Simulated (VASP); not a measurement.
Set up this calculation in VASP 6.6.1, as the native input.

| Item | Value |
| --- | --- |
| Task | single point |
| Functional | PBEsol |
| Dispersion | D3(BJ) |
| Potentials or basis | VASP PAW PBE potentials, release 64 (Ge_d) |
| Cutoff | 520 eV |
| k mesh | 11 × 11 × 10 |
| Occupations | fermi-dirac, width 0.05 eV |
| Spin | no spin polarisation |
| Dipole correction | no |
| Further INCAR settings | ALGO = Normal; EDIFF = 1e-06; NBANDS = 13 |

The structure of Ge lies in POSCAR:

```
Ge
1.0
    1.3789042692     -2.4346914218      0.0000000000
    1.3789042692      2.4346914218      0.0000000000
    0.0000000000      0.0000000000      2.6348426835
Ge
1
Direct
    0.5000000000      0.5000000000      0.0000000000
```

These files were run (other wordings do the same):

INCAR

```
ALGO     = Normal         # electronic algorithm
EDIFF    = 1E-6           # SCF threshold, eV
ENCUT    = 520            # plane-wave cutoff, eV
GGA      = PS             # functional
ISIF     = 2              # what is computed and relaxed
ISMEAR   = -1             # smearing method
IVDW     = 12             # dispersion correction
LASPH    = T              # aspherical terms in the spheres
LCHARG   = F              # write CHGCAR
LREAL    = F              # projectors in reciprocal space
LWAVE    = F              # write WAVECAR
NBANDS   = 13             # bands
NELM     = 100            # most SCF steps
PREC     = Accurate       # precision mode
SIGMA    = 0.05           # smearing width, eV
```

KPOINTS

```
k-points
0
Gamma
  11 11 10
```

Potentials or basis: VASP PAW PBE potentials, release 64 (Ge_d).

Launch:

```bash
$ cat potpaw_PBE.64/Ge_d/POTCAR > POTCAR
$ mpirun -np 1 vasp_std > vasp.out
```

It gave:

| Property | Result |
| --- | --- |
| Pressure | -0.1 GPa |
| Band gap on the k mesh | zero (band 7 reaches 14.22 eV, above the bottom of band 8 at 4.58 eV) |
| Dispersion energy per atom | -0.349 eV |

Caveat: the PAW data sets were made with another functional, which shifts forces and pressure a little; pairwise dispersion overbinds metals, which lowers pressure and volume.

Wall time 13 s on 1 thread of Intel Xeon 6975P-C, with other jobs on the host, peak memory 0.18 GiB.
